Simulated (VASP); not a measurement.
# ScIn3As (R3m) in VASP: single point with PBE

Aim: the single point of ScIn3As with PBE.

Everything below comes from runs of VASP 6.6.1. Logs are shortened: lines on timing, memory, paths and dates and some standing lists are left out, and cuts for length are marked.

### 1 The cell of the first run

The structure is trigonal, space group R3m (No. 160). The conventional cell has a = 3.917 Å, b = 3.917 Å, c = 29.493 Å, α = 90.00°, β = 90.00°, γ = 120.00°. Within 3.5 Å of Sc (site symmetry 3m) lie 3 As at 2.69 Å and 3 In at 3.17 Å. In (site symmetry 3m) has 3 As at 2.88 Å and 9 In at 3.22 to 3.92 Å and 3 Sc at 3.95 Å within 4.0 Å. In (site symmetry 3m) has 9 In at 3.07 to 3.92 Å and 3 Sc at 3.17 Å within 4.0 Å. Within 4.0 Å of In (site symmetry 3m) lie 12 In at 3.07 to 3.92 Å. As (site symmetry 3m) has 3 Sc at 2.69 Å and 3 In at 2.88 Å within 3.5 Å.

### 2 Single point, PBE

INCAR reads:

```
SYSTEM = ScIn3As
  ALGO = Normal
  EDIFF = 1E-6
  ENCUT = 520
  GGA = PE
  ISIF = 2
  ISMEAR = 0
  LASPH = .TRUE.
  LCHARG = .FALSE.
  LREAL = .FALSE.
  LWAVE = .FALSE.
  NBANDS = 36
  NELM = 100
  PREC = Accurate
  SIGMA = 0.2
```

KPOINTS reads:

```
k-points
0
G
  5 5 5
  0 0 0
```

POSCAR reads:

```
ScIn3As
1.0
    1.9586579945      1.1308317187      9.8309364014
   -1.9586579945      1.1308317187      9.8309364014
    0.0000000000     -2.2616634423      9.8309364009
Sc In As
1 3 1
Direct
   -0.0065284485     -0.0065284485     -0.0065284485
    0.2169339090      0.2169339090      0.2169339090
    0.4019976315      0.4019976315      0.4019976315
    0.8057051389      0.8057051389      0.8057051389
    0.6108917691      0.6108917691      0.6108917691
```

Potentials or basis: VASP PAW PBE potentials, release 64 (Sc_sv, In_d, As).

On the command line:

```sh
$ cat potpaw_PBE.64/Sc_sv/POTCAR potpaw_PBE.64/In_d/POTCAR potpaw_PBE.64/As/POTCAR > POTCAR
$ mpirun -np 1 vasp_std > vasp.out
```

OUTCAR:

```text
SYSTEM = ScIn3As
   EDIFF = 1E-6
   ENCUT = 520
   GGA = PE
   ISIF = 2
   ISMEAR = 0
   LASPH = .TRUE.
   LREAL = .FALSE.
   NELM = 100
   PREC = Accurate

 ion  position               nearest neighbor table
   1  0.993  0.993  0.993-   5 2.69   5 2.69   5 2.69   3 3.17   3 3.17   3 3.17
   2  0.217  0.217  0.217-   5 2.88   5 2.88   5 2.88   4 3.22   4 3.22   4 3.22
   3  0.402  0.402  0.402-   4 3.07   4 3.07   4 3.07   1 3.17   1 3.17   1 3.17
   4  0.806  0.806  0.806-   3 3.07   3 3.07   3 3.07   2 3.22   2 3.22   2 3.22
   5  0.611  0.611  0.611-   1 2.69   1 2.69   1 2.69   2 2.88   2 2.88   2 2.88

  LATTYP: Found a trigonal (rhomboedric) cell.
 ALAT       =    10.0877367156
 COS(alpha) =     0.9246020155

  Lattice vectors:

 A1 = (   1.9586579945,   1.1308317187,   9.8309364014)
 A2 = (  -1.9586579945,   1.1308317187,   9.8309364014)
 A3 = (   0.0000000000,  -2.2616634423,   9.8309364009)

Analysis of symmetry for initial positions (statically):
=====================================================================
 Subroutine PRICEL returns:
 Original cell was already a primitive cell.

 Routine SETGRP: Setting up the symmetry group for a
 trigonal (rhombohedral) supercell.

 Subroutine GETGRP returns: Found  6 space group operations
 (whereof  6 operations were pure point group operations)
 out of a pool of 12 trial point group operations.

The static configuration has the point symmetry C_3v.

Analysis of symmetry for dynamics (positions and initial velocities):
=====================================================================
 Subroutine PRICEL returns:
 Original cell was already a primitive cell.

 Routine SETGRP: Setting up the symmetry group for a
 trigonal (rhombohedral) supercell.

 Subroutine GETGRP returns: Found  6 space group operations
 (whereof  6 operations were pure point group operations)
 out of a pool of 12 trial point group operations.

The dynamic configuration has the point symmetry C_3v.

 Subroutine INISYM returns: Found  6 space group operations
 (whereof  6 operations are pure point group operations),
 and found     1 'primitive' translations

----------------------------------------------------------------------------------------

                                     Primitive cell

  volume of cell :     130.6480

  direct lattice vectors                    reciprocal lattice vectors
     1.958657994  1.130831719  9.830936401     0.255276828  0.147384145  0.033906570
    -1.958657994  1.130831719  9.830936401    -0.255276828  0.147384145  0.033906570
     0.000000000 -2.261663442  9.830936401     0.000000000 -0.294768291  0.033906570

  length of vectors
    10.087736716 10.087736716 10.087736716     0.296711983  0.296711983  0.296711983

  position of ions in fractional coordinates (direct lattice)
     0.993471552  0.993471552  0.993471552
     0.216933909  0.216933909  0.216933909
     0.401997632  0.401997632  0.401997632
     0.805705139  0.805705139  0.805705139
     0.610891769  0.610891769  0.610891769

  ion indices of the primitive-cell ions
   primitive index   ion index
                 1           1
                 2           2
                 3           3
                 4           4
                 5           5

----------------------------------------------------------------------------------------

 KPOINTS: k-points

Automatic generation of k-mesh.
 Grid dimensions read from file:
 generate k-points for:    5    5    5

 Generating k-lattice:

  Cartesian coordinates                     Fractional coordinates (reciprocal lattice)
     0.051055366  0.029476829  0.006781314     0.200000000  0.000000000  0.000000000
    -0.051055366  0.029476829  0.006781314     0.000000000  0.200000000  0.000000000
     0.000000000 -0.058953658  0.006781314     0.000000000  0.000000000  0.200000000

  Length of vectors
     0.059342397  0.059342397  0.059342397

  Shift w.r.t. Gamma in fractional coordinates (k-lattice)
     0.000000000  0.000000000  0.000000000

 Subroutine IBZKPT returns following result:
 ===========================================

 Found     19 irreducible k-points:

 Following reciprocal coordinates:
            Coordinates               Weight
  0.000000  0.000000  0.000000      1.000000
  0.200000  0.000000  0.000000      6.000000
  0.400000  0.000000  0.000000      6.000000
  0.200000  0.200000  0.000000      6.000000
  0.400000  0.200000  0.000000     12.000000
 -0.400000  0.200000 -0.000000     12.000000
[... 11 lines left out ...]
  0.400000  0.400000  0.400000      2.000000
 -0.400000  0.400000  0.400000      6.000000
   k-points           NKPTS =     19   k-points in BZ     NKDIM =     19   number of bands    NBANDS=     36
   number of dos      NEDOS =    301   number of ions     NIONS =      5
   total plane-waves  NPLWV = 512000
   dimension x,y,z NGX =    80 NGY =   80 NGZ =   80
   dimension x,y,z NGXF=   160 NGYF=  160 NGZF=  160
   ions per type =               1   3   1
   NGX,Y,Z   is equivalent  to a cutoff of  13.18, 13.18, 13.18 a.u.
   NGXF,Y,Z  is equivalent  to a cutoff of  26.37, 26.37, 26.37 a.u.
 SYSTEM =  ScIn3As
   PREC   = accura    normal or accurate (medium, high low for compatibility)
   ISTART =      0    job   : 0-new  1-cont  2-samecut
   ICHARG =      2    charge: 1-file 2-atom 10-const
   ISPIN  =      1    spin polarized calculation?
   LNONCOLLINEAR =      F non collinear calculations
   LSORBIT =      F    spin-orbit coupling
   LASPH  =      T    aspherical Exc in radial PAW
   ENCUT  =  520.0 eV  38.22 Ry    6.18 a.u.  18.76 18.76 18.76*2*pi/ulx,y,z
   NELM   =    100;   NELMIN=  2; NELMDL= -5     # of ELM steps
   EDIFF  = 0.1E-05   stopping-criterion for ELM
   LREAL  =      F    real-space projection
   EDIFFG = 0.1E-04   stopping-criterion for IOM
   NSW    =      0    number of steps for IOM
   IBRION =     -1    ionic relax: 0-MD 1-quasi-New 2-CG
   NFREE  =      0    steps in history (QN), initial steepest desc. (CG)
   ISIF   =      2    stress and relaxation
   ISYM   =      2    0-nonsym 1-usesym 2-fastsym
   POTIM  = 0.5000    time-step for ionic-motion
   TEBEG  =    0.0;   TEEND  =   0.0 temperature during run
   PSTRESS=    0.0 pullay stress
   NELECT =      55.0000    total number of electrons
   NUPDOWN=      -1.0000    fix difference up-down
   EMIN   =  10.00;   EMAX   =-10.00  energy-range for DOS
   EFERMI =   0.00;   METHOD = LEGACY
   ISMEAR =     0;   SIGMA  =   0.20  broadening in eV -4-tet -1-fermi 0-gaus
   EFERMI_NEDOS =   21; number of points for ismear=-14 and -15
   IALGO  =     38    algorithm
   IMIX   =      4    mixing-type and parameters
     AMIX     =   0.40;   BMIX     =  1.00
     AMIX_MAG =   1.60;   BMIX_MAG =  1.00
  volume/ion in A,a.u.               =      26.13       176.33
  Fermi-wavevector in a.u.,A,eV,Ry     =   1.226954  2.318606 20.482418  1.505415
  Thomas-Fermi vector in A             =   2.361935
   LORBIT       =      0    0 simple, 1 ext, 2 COOP (PROOUT), +10 PAW based schemes
   GGA     = PE    functional components
   LHFCALC =     F    Hartree Fock is set to
   AEXX    =    0.0000 exact exchange contribution
   IVDW    =     0    specifies the selected vdW correction
   LEPSILON=     F    determine dielectric tensor
   LRPA    =     F    only Hartree local field effects (RPA)
 non-spin polarized calculation
 Gauss-broadening in eV      SIGMA  =   0.20
  energy-cutoff  :      520.00
  volume of cell :      130.65
 maximum number of plane-waves:      3550
 NGX is ok and might be reduce to    80
   NGX = 37   NGY = 37   NGZ = 37

 number of electron      54.9999999 magnetization

 Free energy of the ion-electron system (eV)
  ---------------------------------------------------
  ext. energy  EPLUGINS =         0.00000000
  ---------------------------------------------------
  free energy    TOTEN  =       -20.05701752 eV

  energy without entropy =      -20.03080937  energy(sigma->0) =      -20.04391344

 E-fermi :   5.7729     XC(G=0):  -9.8413

 val. band max:        5.7407369910   @ k =  -0.4000   0.2000  -0.0000
 cond. band min:       5.8072932788   @ k =   0.4000   0.0000   0.0000
 fundamental gap:      0.0665562879
 Fermi energy:         5.7729340752

 k-point     1 :       0.0000    0.0000    0.0000
  band No.  band energies     occupation
      1     -44.2125      2.00000
      2     -22.8779      2.00000
      3     -22.8092      2.00000
      4     -22.8092      2.00000
      5      -8.8983      2.00000
      6      -8.8983      2.00000
[... 28 lines left out ...]
     35      10.1052      0.00000
     36      11.4878      0.00000

 k-point     2 :       0.2000    0.0000    0.0000
  band No.  band energies     occupation
      1     -44.2112      2.00000
      2     -22.8746      2.00000
      3     -22.8284      2.00000
      4     -22.8137      2.00000
      5      -8.9008      2.00000
      6      -8.8893      2.00000
[... 28 lines left out ...]
     35      10.1603      0.00000
     36      10.7786      0.00000

 k-point     3 :       0.4000    0.0000    0.0000
  band No.  band energies     occupation
      1     -44.2090      2.00000
      2     -22.8693      2.00000
      3     -22.8591      2.00000
      4     -22.8210      2.00000
      5      -8.9142      2.00000
      6      -8.8833      2.00000
[... 28 lines left out ...]
     35       8.8978      0.00000
     36       9.4069      0.00000
[... 547 lines left out ...]
 k-point    18 :       0.4000    0.4000    0.4000
  band No.  band energies     occupation
      1     -44.2125      2.00000
      2     -22.8779      2.00000
      3     -22.8092      2.00000
      4     -22.8092      2.00000
      5      -8.8985      2.00000
      6      -8.8985      2.00000
[... 28 lines left out ...]
     35      10.3337      0.00000
     36      10.9027      0.00000

 k-point    19 :      -0.4000    0.4000    0.4000
  band No.  band energies     occupation
      1     -44.2112      2.00000
      2     -22.8746      2.00000
      3     -22.8284      2.00000
      4     -22.8137      2.00000
      5      -8.9015      2.00000
      6      -8.8891      2.00000
[... 28 lines left out ...]
     35       9.5495      0.00000
     36       9.9856      0.00000

------------------------ aborting loop because EDIFF is reached ----------------------------------------

  FORCE on cell =-STRESS in cart. coord.  units (eV):
  Direction    XX          YY          ZZ          XY          YZ          ZX
  --------------------------------------------------------------------------------------
  -------------------------------------------------------------------------------------
  Total       -0.0582633     -0.0582633     -0.1517221      0.0000000      0.0000000      0.0000000
  in kB       -0.7145013     -0.7145013     -1.8606157      0.0000000      0.0000000      0.0000000
  external PRESSURE =      -1.0965395 kB  Pullay stress =       0.0000000 kB

 VOLUME and BASIS-vectors are now :
 -----------------------------------------------------------------------------
  energy-cutoff  :      520.00
  volume of cell :      130.65
      direct lattice vectors                 reciprocal lattice vectors
     1.958657994  1.130831719  9.830936401     0.255276828  0.147384145  0.033906570
    -1.958657994  1.130831719  9.830936401    -0.255276828  0.147384145  0.033906570
     0.000000000 -2.261663442  9.830936401     0.000000000 -0.294768291  0.033906570

 POSITION                                       TOTAL-FORCE (eV/Angst)
 -----------------------------------------------------------------------------------
      0.00000     -0.00000     29.30027         0.000000      0.000000     -0.047962
      0.00000     -0.00000      6.39799         0.000000     -0.000000      0.043737
      0.00000     -0.00000     11.85604         0.000000     -0.000000      0.010855
      0.00000     -0.00000     23.76251         0.000000      0.000000     -0.013567
      0.00000     -0.00000     18.01691         0.000000     -0.000000      0.006937
 -----------------------------------------------------------------------------------
    total drift:                               -0.000000     -0.000000      0.000510

  FREE ENERGIE OF THE ION-ELECTRON SYSTEM (eV)
  ---------------------------------------------------
  free  energy   TOTEN  =       -20.0570175169 eV

  energy  without entropy=      -20.0308093693  energy(sigma->0) =      -20.04391344
```

Wall time 10 min (1 thread of Oxide Virtual Turin-like, shared host); peak memory 0.91 GiB.

What came out:

```yaml
Free_energy: -20.0570 eV
Pressure: -0.1 GPa
Largest_force: 0.048 eV/Å
Band_gap_on_the_k_mesh: zero (an odd number of electrons rules out a gap without spin polarisation)
```

Forces in eV/Å, atoms in the order of the input:
```
Sc   0.000  0.000 -0.048
In   0.000  0.000  0.044
In   0.000  0.000  0.011
In   0.000  0.000 -0.014
As   0.000  0.000  0.007
```

Stress tensor (GPa, compression positive):
```
-0.07  0.00  0.00
 0.00 -0.07  0.00
 0.00  0.00 -0.19
```

Caveat: the k points lie up to 0.37 Å⁻¹ apart, too coarse for converged energies and pressures of a metal; spin-orbit coupling is left out, which moves the levels of the heavy elements.

The gap in the log of VASP goes by the Fermi energy; the results here count the filled bands.